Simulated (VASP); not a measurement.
# Pd in VASP: further runs

Pd is run at these levels: LDA, r2SCAN, PBE; tasks: single point.

Everything below comes from runs of VASP 6.6.1. Logs are shortened: lines on timing, memory, paths and dates and some standing lists are left out, and cuts for length are marked.

### Step 1. The cell of the first run

It takes space group Im-3m (No. 229, cubic). Conventional cell: a = 3.259 Å, b = 3.259 Å, c = 3.259 Å, α = 90.00°, β = 90.00°, γ = 90.00°. Pd (site symmetry m-3m) has 14 Pd at 2.82 to 3.26 Å within 3.7 Å.

### Step 2. Single point, LDA (functional LDA, strained)

File INCAR:

```
SYSTEM = Pd
  PREC = Accurate
  ENCUT = 520
  EDIFF = 1E-6
  ISMEAR = 0
  SIGMA = 0.1
  LREAL = .FALSE.
  LASPH = .TRUE.
  NELM = 80
  ALGO = Fast
  ISIF = 2
  LWAVE = .FALSE.
  LCHARG = .TRUE.
  GGA = CA
  LELF = .TRUE.
  LVHAR = .TRUE.
  NBANDS = 11
```

File KPOINTS:

```
Automatic mesh
0
G
  18 18 18
  0 0 0
```

File POSCAR:

```
Pd
1.0
   -1.6297478706      1.6297478706      1.6297478706
    1.6297478706     -1.6297478706      1.6297478706
    1.6297478706      1.6297478706     -1.6297478706
Pd
1
Direct
    0.0000000000      0.0000000000      0.0000000000
```

Potentials or basis: VASP PAW LDA potentials, release 64 (Pd).

Run with:

```bash
cat potpaw_LDA.64/Pd/POTCAR > POTCAR
mpirun -np 1 vasp_std > vasp.out
```

OUTCAR:

```text
SYSTEM = Pd
   PREC = Accurate
   ENCUT = 520
   EDIFF = 1E-6
   ISMEAR = 0
   LREAL = .FALSE.
   LASPH = .TRUE.
   NELM = 80
   ISIF = 2
   GGA = CA

 ion  position               nearest neighbor table
   1  0.000  0.000  0.000-

  LATTYP: Found a body centered cubic cell.
 ALAT       =     3.2594957412

  Lattice vectors:

 A1 = (  -1.6297478706,   1.6297478706,   1.6297478706)
 A2 = (   1.6297478706,  -1.6297478706,   1.6297478706)
 A3 = (   1.6297478706,   1.6297478706,  -1.6297478706)

Analysis of symmetry for initial positions (statically):
=====================================================================
 Subroutine PRICEL returns:
 Original cell was already a primitive cell.

 Routine SETGRP: Setting up the symmetry group for a
 body centered cubic supercell.

 Subroutine GETGRP returns: Found 48 space group operations
 (whereof 48 operations were pure point group operations)
 out of a pool of 48 trial point group operations.

The static configuration has the point symmetry O_h .

Analysis of symmetry for dynamics (positions and initial velocities):
=====================================================================
 Subroutine PRICEL returns:
 Original cell was already a primitive cell.

 Routine SETGRP: Setting up the symmetry group for a
 body centered cubic supercell.

 Subroutine GETGRP returns: Found 48 space group operations
 (whereof 48 operations were pure point group operations)
 out of a pool of 48 trial point group operations.

The dynamic configuration has the point symmetry O_h .

 Subroutine INISYM returns: Found 48 space group operations
 (whereof 48 operations are pure point group operations),
 and found     1 'primitive' translations

----------------------------------------------------------------------------------------

                                     Primitive cell

  volume of cell :      17.3150

  direct lattice vectors                    reciprocal lattice vectors
    -1.629747871  1.629747871  1.629747871     0.000000000  0.306795922  0.306795922
     1.629747871 -1.629747871  1.629747871     0.306795922  0.000000000  0.306795922
     1.629747871  1.629747871 -1.629747871     0.306795922  0.306795922  0.000000000

  length of vectors
     2.822806115  2.822806115  2.822806115     0.433874953  0.433874953  0.433874953

  position of ions in fractional coordinates (direct lattice)
     0.000000000  0.000000000  0.000000000

  ion indices of the primitive-cell ions
   primitive index   ion index
                 1           1

----------------------------------------------------------------------------------------

 KPOINTS: Automatic mesh

Automatic generation of k-mesh.
 Grid dimensions read from file:
 generate k-points for:   18   18   18

 Generating k-lattice:

  Cartesian coordinates                     Fractional coordinates (reciprocal lattice)
     0.000000000  0.017044218  0.017044218     0.055555556  0.000000000  0.000000000
     0.017044218  0.000000000  0.017044218     0.000000000  0.055555556  0.000000000
     0.017044218  0.017044218  0.000000000     0.000000000  0.000000000  0.055555556

  Length of vectors
     0.024104164  0.024104164  0.024104164

  Shift w.r.t. Gamma in fractional coordinates (k-lattice)
     0.000000000  0.000000000  0.000000000

 Subroutine IBZKPT returns following result:
 ===========================================

 Found    195 irreducible k-points:

 Following reciprocal coordinates:
            Coordinates               Weight
  0.000000  0.000000  0.000000      1.000000
  0.055556  0.000000  0.000000     12.000000
  0.111111  0.000000  0.000000     12.000000
  0.166667  0.000000  0.000000     12.000000
  0.222222  0.000000  0.000000     12.000000
  0.277778  0.000000  0.000000     12.000000
[... 16 lines left out ...]
  0.333333  0.111111 -0.000000     48.000000
  0.388889  0.111111 -0.000000     48.000000
 [... further k-points ...]
   k-points           NKPTS =    195   k-points in BZ     NKDIM =    195   number of bands    NBANDS=     11
   number of dos      NEDOS =    301   number of ions     NIONS =      1
   total plane-waves  NPLWV =  13824
   dimension x,y,z NGX =    24 NGY =   24 NGZ =   24
   dimension x,y,z NGXF=    48 NGYF=   48 NGZF=   48
   ions per type =               1
   NGX,Y,Z   is equivalent  to a cutoff of  14.13, 14.13, 14.13 a.u.
   NGXF,Y,Z  is equivalent  to a cutoff of  28.27, 28.27, 28.27 a.u.
 SYSTEM =  Pd
   PREC   = accura    normal or accurate (medium, high low for compatibility)
   ISTART =      0    job   : 0-new  1-cont  2-samecut
   ICHARG =      2    charge: 1-file 2-atom 10-const
   ISPIN  =      1    spin polarized calculation?
   LNONCOLLINEAR =      F non collinear calculations
   LSORBIT =      F    spin-orbit coupling
   LASPH  =      T    aspherical Exc in radial PAW
   ENCUT  =  520.0 eV  38.22 Ry    6.18 a.u.   5.25  5.25  5.25*2*pi/ulx,y,z
   NELM   =     80;   NELMIN=  2; NELMDL= -5     # of ELM steps
   EDIFF  = 0.1E-05   stopping-criterion for ELM
   LREAL  =      F    real-space projection
   EDIFFG = 0.1E-04   stopping-criterion for IOM
   NSW    =      0    number of steps for IOM
   IBRION =     -1    ionic relax: 0-MD 1-quasi-New 2-CG
   NFREE  =      0    steps in history (QN), initial steepest desc. (CG)
   ISIF   =      2    stress and relaxation
   ISYM   =      2    0-nonsym 1-usesym 2-fastsym
   POTIM  = 0.5000    time-step for ionic-motion
   TEBEG  =    0.0;   TEEND  =   0.0 temperature during run
   PSTRESS=    0.0 pullay stress
   NELECT =      10.0000    total number of electrons
   NUPDOWN=      -1.0000    fix difference up-down
   EMIN   =  10.00;   EMAX   =-10.00  energy-range for DOS
   EFERMI =   0.00;   METHOD = LEGACY
   ISMEAR =     0;   SIGMA  =   0.10  broadening in eV -4-tet -1-fermi 0-gaus
   EFERMI_NEDOS =   21; number of points for ismear=-14 and -15
   IALGO  =     68    algorithm
   IMIX   =      4    mixing-type and parameters
     AMIX     =   0.40;   BMIX     =  1.00
     AMIX_MAG =   1.60;   BMIX_MAG =  1.00
  volume/ion in A,a.u.               =      17.31       116.85
  Fermi-wavevector in a.u.,A,eV,Ry     =   1.363330  2.576321 25.288733  1.858669
  Thomas-Fermi vector in A             =   2.489743
   LORBIT       =      0    0 simple, 1 ext, 2 COOP (PROOUT), +10 PAW based schemes
   GGA     = CA    functional components
   LHFCALC =     F    Hartree Fock is set to
   AEXX    =    0.0000 exact exchange contribution
   IVDW    =     0    specifies the selected vdW correction
   LEPSILON=     F    determine dielectric tensor
   LRPA    =     F    only Hartree local field effects (RPA)
 non-spin polarized calculation
 RMM-DIIS sequential band-by-band and
 Gauss-broadening in eV      SIGMA  =   0.10
  energy-cutoff  :      520.00
  volume of cell :       17.31
 maximum number of plane-waves:       478
 NGX is ok and might be reduce to    24
   NGX = 11   NGY = 11   NGZ = 11

 number of electron      10.0000003 magnetization

 Free energy of the ion-electron system (eV)
  ---------------------------------------------------
  ext. energy  EPLUGINS =         0.00000000
  ---------------------------------------------------
  free energy    TOTEN  =        -6.14710488 eV

  energy without entropy =       -6.13906745  energy(sigma->0) =       -6.14308617

 E-fermi :   7.0753     XC(G=0): -12.5574

 val. band max:        7.0615735791   @ k =  -0.3889   0.5000   0.0556
 cond. band min:       7.0759828403   @ k =   0.5000   0.5000   0.4444
 fundamental gap:      0.0144092613
 Fermi energy:         7.0752551866

 k-point     1 :       0.0000    0.0000    0.0000
  band No.  band energies     occupation
      1       1.0228      2.00000
      2       4.7493      2.00000
      3       4.7493      2.00000
      4       4.7493      2.00000
      5       6.3604      2.00000
      6       6.3604      2.00000
      7      25.9794      0.00000
      8      25.9794      0.00000
      9      25.9794      0.00000
     10      32.9995      0.00000
     11      33.0032      0.00000

 k-point     2 :       0.0556    0.0000    0.0000
  band No.  band energies     occupation
      1       1.1265      2.00000
      2       4.7183      2.00000
      3       4.7517      2.00000
      4       4.8166      2.00000
      5       6.3245      2.00000
      6       6.3627      2.00000
      7      25.8397      0.00000
      8      25.9787      0.00000
      9      26.0832      0.00000
     10      31.5040      0.00000
     11      31.8465      0.00000

 k-point     3 :       0.1111    0.0000    0.0000
  band No.  band energies     occupation
      1       1.4283      2.00000
      2       4.6302      2.00000
      3       4.7569      2.00000
      4       5.0145      2.00000
      5       6.2364      2.00000
      6       6.3700      2.00000
      7      25.2693      0.00000
      8      25.8653      0.00000
      9      26.3813      0.00000
     10      30.3976      0.00000
     11      30.4782      0.00000

 k-point     4 :       0.1667    0.0000    0.0000
  band No.  band energies     occupation
      1       1.8920      2.00000
      2       4.4982      2.00000
      3       4.7728      2.00000
      4       5.3302      2.00000
      5       6.1452      2.00000
      6       6.3840      2.00000
      7      24.0005      0.00000
      8      25.3944      0.00000
      9      26.8343      0.00000
     10      29.6562      0.00000
     11      29.7485      0.00000
[... 239 lines left out ...]
 k-point    22 :       0.2778    0.1111    0.0000
  band No.  band energies     occupation
      1       3.2114      2.00000
      2       4.0873      2.00000
      3       5.2734      2.00000
      4       6.1037      2.00000
      5       6.5554      2.00000
      6       7.4943      0.00000
      7      18.1023      0.00000
      8      21.8137      0.00000
      9      24.0745      0.00000
     10      28.4141      0.00000
     11      31.7909      0.00000

 k-point    23 :       0.3333    0.1111   -0.0000
  band No.  band energies     occupation
      1       3.1731      2.00000
      2       3.9763      2.00000
      3       5.7611      2.00000
      4       6.2088      2.00000
      5       6.6850      2.00000
      6       8.3880      0.00000
      7      16.1351      0.00000
      8      21.2184      0.00000
      9      23.2897      0.00000
     10      28.8613      0.00000
     11      31.7969      0.00000

 k-point    24 :       0.3889    0.1111   -0.0000
  band No.  band energies     occupation
      1       3.1091      2.00000
      2       3.9072      2.00000
      3       6.0265      2.00000
      4       6.2583      2.00000
      5       6.8997      1.98697
      6       9.3610      0.00000
      7      14.4971      0.00000
      8      20.8220      0.00000
      9      22.7874      0.00000
     10      29.1731      0.00000
     11      31.9780      0.00000

 [... further k-points ...]
[... 5 lines left out ...]
  --------------------------------------------------------------------------------------
  -------------------------------------------------------------------------------------
  Total       -2.7306031     -2.7306031     -2.7306031     -0.0000000     -0.0000000      0.0000000
  in kB     -252.6666349   -252.6666349   -252.6666349     -0.0000000     -0.0000000      0.0000000
  external PRESSURE =    -252.6666349 kB  Pullay stress =       0.0000000 kB

 VOLUME and BASIS-vectors are now :
 -----------------------------------------------------------------------------
  energy-cutoff  :      520.00
  volume of cell :       17.31
      direct lattice vectors                 reciprocal lattice vectors
    -1.629747871  1.629747871  1.629747871     0.000000000  0.306795922  0.306795922
     1.629747871 -1.629747871  1.629747871     0.306795922  0.000000000  0.306795922
     1.629747871  1.629747871 -1.629747871     0.306795922  0.306795922  0.000000000

 POSITION                                       TOTAL-FORCE (eV/Angst)
 -----------------------------------------------------------------------------------
      0.00000      0.00000      0.00000         0.000000      0.000000      0.000000
 -----------------------------------------------------------------------------------
    total drift:                               -0.000000      0.000000      0.000000

  FREE ENERGIE OF THE ION-ELECTRON SYSTEM (eV)
  ---------------------------------------------------
  free  energy   TOTEN  =        -6.1471048781 eV

  energy  without entropy=       -6.1390674541  energy(sigma->0) =       -6.14308617
```

Run time: 20 s. Hardware: 1 thread of AMD EPYC 9R45 (Zen 5), shared host; peak memory 0.12 GiB.

Results:

- Free energy: -6.1471 eV
- Pressure: -25.3 GPa
- Band gap on the k mesh: zero (band 5 reaches 7.53 eV, above the bottom of band 6 at 6.29 eV)

Levels at points of the mesh, in eV from the Fermi level:
| k point | band 1 | band 2 | band 3 | band 4 | band 5 | band 6 | band 7 | band 8 | band 9 | band 10 |
| --- | --- | --- | --- | --- | --- | --- | --- | --- | --- | --- |
| (0.00, 0.00, 0.00) | -6.05 | -2.33 | -2.33 | -2.33 | -0.71 | -0.71 | 18.90 | 18.90 | 18.90 | 25.92 |
| (0.50, 0.00, 0.00) | -4.20 | -3.26 | -0.80 | -0.55 | 0.46 | 1.63 | 6.65 | 14.62 | 16.11 | 22.12 |
| (0.50, 0.50, 0.50) | -4.05 | -4.05 | 0.16 | 0.16 | 0.16 | 8.54 | 8.54 | 8.54 | 15.02 | 15.97 |

Caveat: the cell differs from its parent crystal (functional LDA, strained).

### Step 3. Single point, r2SCAN (functional r2SCAN, strained)

File POSCAR:

```
Pd
1.0
   -1.6319647868      1.6319647868      1.6319647868
    1.6319647868     -1.6319647868      1.6319647868
    1.6319647868      1.6319647868     -1.6319647868
Pd
1
Direct
    0.0000000000      0.0000000000      0.0000000000
```

File INCAR.step1:

```
SYSTEM = Pd
PREC = Accurate ; ENCUT = 520
ISMEAR = 0 ; SIGMA = 0.1
LREAL = .FALSE. ; LASPH = .TRUE.
NELM = 100 ; NBANDS = 11
GGA = PE ; ALGO = Normal
EDIFF = 1E-4 ; LWAVE = .TRUE.
LCHARG = .FALSE.
```

File INCAR.step2:

```
SYSTEM = Pd
PREC = Accurate ; ENCUT = 520
EDIFF = 1E-7 ; ISMEAR = 0
SIGMA = 0.1 ; LREAL = .FALSE.
LASPH = .TRUE. ; NELM = 100
ALGO = Normal ; ISIF = 2
LWAVE = .FALSE. ; LCHARG = .FALSE.
METAGGA = R2SCAN ; LMIXTAU = .TRUE.
NBANDS = 11 ; ISTART = 1
```

KPOINTS is that of step 2.

Potentials or basis: VASP PAW PBE potentials, release 64 (Pd).

Run with:

```bash
cat potpaw_PBE.64/Pd/POTCAR > POTCAR
cp INCAR.step1 INCAR
mpirun -np 1 vasp_std > vasp.out
cp INCAR.step2 INCAR
mpirun -np 1 vasp_std > vasp.out
```

It took 1.8 min on 1 thread of AMD EPYC 9R45 (Zen 5), shared host; peak memory 0.14 GiB.

It converged, with:

```yaml
Free_energy: -22.7658 eV
Pressure: -17.3 GPa
Band_gap_on_the_k_mesh: zero (band 5 reaches 7.57 eV, above the bottom of band 6 at 6.23 eV)
```

Levels at points of the mesh, in eV from the Fermi level:
```
           k point  band 1  band 2  band 3  band 4  band 5  band 6  band 7  band 8  band 9  band 10
(0.00, 0.00, 0.00)   -5.94   -2.36   -2.36   -2.36   -0.81   -0.81   19.84   19.84   19.84    23.21
(0.50, 0.00, 0.00)   -4.23   -3.31   -0.87   -0.65    0.45    1.98    7.04   15.40   17.01    22.93
(0.50, 0.50, 0.50)   -4.16   -4.16    0.16    0.16    0.16    9.15    9.15    9.15   15.80    16.54
```

Caveat: the cell differs from its parent crystal (functional r2SCAN, strained); the PAW data sets were made with another functional, which shifts forces and pressure a little.

### Step 4. Single point, PBE (strained)

File INCAR:

```
  PREC = Accurate
  ENCUT = 520
  EDIFF = 1E-7
  ISMEAR = 0
  SIGMA = 0.1
  LREAL = F
  LASPH = T
  NELM = 60
  ALGO = Normal
  ISIF = 2
  LWAVE = F
  LCHARG = T
  GGA = PE
  LELF = T
  LVHAR = T
  NBANDS = 11
```

File KPOINTS:

```
regular mesh
0
Gamma
  18 18 18
```

File POSCAR:

```
Pd
1.0
   -1.5858812306      1.4915443706      1.4915443706
    1.5858812306     -1.4915443706      1.4915443706
    1.5858812306      1.4915443706     -1.4915443706
Pd
1
Direct
    0.0000000000      0.0000000000      0.0000000000
```

Run with:

```bash
cat potpaw_PBE.64/Pd/POTCAR > POTCAR
mpirun -np 1 vasp_std > vasp.out
```

It took 35 s on 1 thread of AMD EPYC 9R45 (Zen 5), shared host; peak memory 0.16 GiB.

Results (log left out):

```yaml
Free_energy: -5.1130 eV
Pressure: 18.4 GPa
Band_gap_on_the_k_mesh: zero (band 5 reaches 11.25 eV, above the bottom of band 6 at 9.44 eV)
```

Stress tensor (GPa, compression positive):
```
19.59  0.00  0.00
 0.00 17.77  0.00
 0.00  0.00 17.77
```

Levels at points of the mesh, in eV from the Fermi level:
```csv
k point,band 3,band 4,band 5,band 6,band 7,band 8
"(0.00, 0.00, 0.00)",-3.29,-2.85,-1.32,-0.82,18.74,19.91
"(0.50, 0.00, 0.00)",-0.76,-0.59,0.72,1.65,8.84,14.81
"(0.00, 0.50, 0.00)",-1.42,-0.71,0.62,1.20,8.16,15.53
"(0.50, 0.50, 0.50)",0.16,0.29,0.29,8.17,10.11,10.11
```

Caveat: the cell differs from its parent crystal (strained).

### Step 5. The runs side by side

| level | potentials or basis | cell | gap on the mesh (eV) | pressure (GPa) |
| --- | --- | --- | --- | --- |
| LDA | VASP PAW LDA potentials, release 64 (Pd) | a = 2.823 Å, angles 109.5°, 1 atom | none | -25.3 |
| r2SCAN | VASP PAW PBE potentials, release 64 (Pd) | a = 2.827 Å, angles 109.5°, 1 atom | none | -17.3 |
| PBE | VASP PAW PBE potentials, release 64 (Pd) | a = 2.639 Å, angles 106.1, 111.2, 111.2°, 1 atom | none | 18.4 |

Alike in all rows: task single point; no spin polarisation; k mesh 18 × 18 × 18; cutoff (eV) 520; smearing gaussian 0.1 eV.

Caveats: the PAW data sets were made with another functional, which shifts forces and pressure a little (some runs).

Absolute energies hang on the potentials; compare differences alone.
